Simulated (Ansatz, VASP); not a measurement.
# One calculation of K, two programs

Contents of INCAR:

```
SYSTEM = K
ALGO = Fast
EDIFF = 1E-6
ENCUT = 520
GGA = PE
ISIF = 2
ISMEAR = 0
LASPH = .TRUE.
LCHARG = .FALSE.
LREAL = .FALSE.
LWAVE = .FALSE.
NBANDS = 20
NELM = 100
PREC = Accurate
SIGMA = 0.1
```

The input KPOINTS:

```
k-points
0
G
  6 6 6
  0 0 0
```

The input POSCAR:

```
K
1.0
    1.8563123790      1.0717424517      9.0847707107
   -1.8563123790      1.0717424517      9.0847707107
    0.0000000000     -2.1434849034      9.0847707107
K
3
Direct
    0.0000000000      0.0000000000      0.0000000000
    0.7777073671      0.7777073671      0.7777073671
    0.2222926329      0.2222926329      0.2222926329
```

Input for Ansatz:

```yaml
crystal:
  lattice:
    - [1.856312379, 1.0717424517, 9.0847707107]
    - [-1.856312379, 1.0717424517, 9.0847707107]
    - [0.0, -2.1434849034, 9.0847707107]
  atoms:
    - { symbol: K, position: [0.0, 0.0, 0.0] }
    - { symbol: K, position: [0.7777073671, 0.7777073671, 0.7777073671] }
    - { symbol: K, position: [0.2222926329, 0.2222926329, 0.2222926329] }
basis:
  ecutwfc: 420
kpoints:
  mp_grid: { grid: [6, 6, 6] }
hamiltonian:
  xc: pbe
scf:
  occupations: { method: gaussian, width: 0.1 }
output:
  forces: true
  stress: true
  eigenvalues: true
```

Alike in both runs: task single point; functional PBE; k mesh 6 × 6 × 6; occupations gaussian, width 0.1 eV; no spin polarisation.

|  | VASP | Ansatz |
| --- | --- | --- |
| version | VASP 6.6.1 | Ansatz 0.2.0 |
| potentials or method | VASP PAW PBE potentials, release 64 (K_sv), cutoff 520 eV | scalar-relativistic, plane waves, PAW |
| valence electrons in the cell | 27 | 27 |

|  | VASP | Ansatz | Ansatz less VASP |
| --- | --- | --- | --- |
| gap on the k mesh at the Fermi level (eV) | none | none | - |
| pressure (GPa) | 9.7 | 9.7 | +0.03 |
| traceless stress, the component that is largest in VASP (GPa) | -0.21 | -0.21 | +0.001 |
| rms of the force components (eV/Å) | 0.003 | 0.003 | +0.0001 |

Atom by atom the forces differ by 0.000 eV/Å (rms over components). A gap of «none» marks a metal or a gap that the smearing closes. The functional is the same, so the differences come from potentials, cutoffs and numerics.
